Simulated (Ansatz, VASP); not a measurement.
**Two plane-wave programs on NaH**

```
Na H
1.0
     2.80737    0.00000    0.00000
     0.00000    2.80737    0.00000
     0.00000    0.00000    2.95512
Na H
1 1
Direct
  0.00000 0.00000 0.00000
  0.50000 0.50000 0.50000
```

Change from the starting cell: strain -0.050 along x and y, +0.000 along z, atoms carried along.

Alike in both runs: task single point; functional PBE; k mesh 10 × 10 × 10; occupations gaussian, width 0.05 eV; no spin polarisation.

|  | VASP | Ansatz |
| --- | --- | --- |
| version | VASP 6.6.1 | Ansatz 0.2.0 |
| potentials or method | VASP PAW PBE potentials, release 64 (Na_pv, H), cutoff 520 eV | scalar-relativistic, plane waves, PAW |
| valence electrons in the cell | 8 | 10 |

Ansatz gave:

| Item | Value |
| --- | --- |
| gap on the k mesh at the Fermi level (eV) | 0.68 |
| least direct gap on the mesh (eV) | 4.64 |
| pressure (GPa) | 3.3 |
| traceless stress, the component that is largest in VASP (GPa) | -4.44 |

Task: Which values does VASP return?

Result: gap on the k mesh at the Fermi level (eV): 0.68; least direct gap on the mesh (eV): 4.63; pressure (GPa): 3.2; traceless stress, the component that is largest in VASP (GPa): -4.45.

VASP's potentials hold 8 valence electrons a cell and Ansatz's 10, so a difference there can come from the potentials and not from the codes.
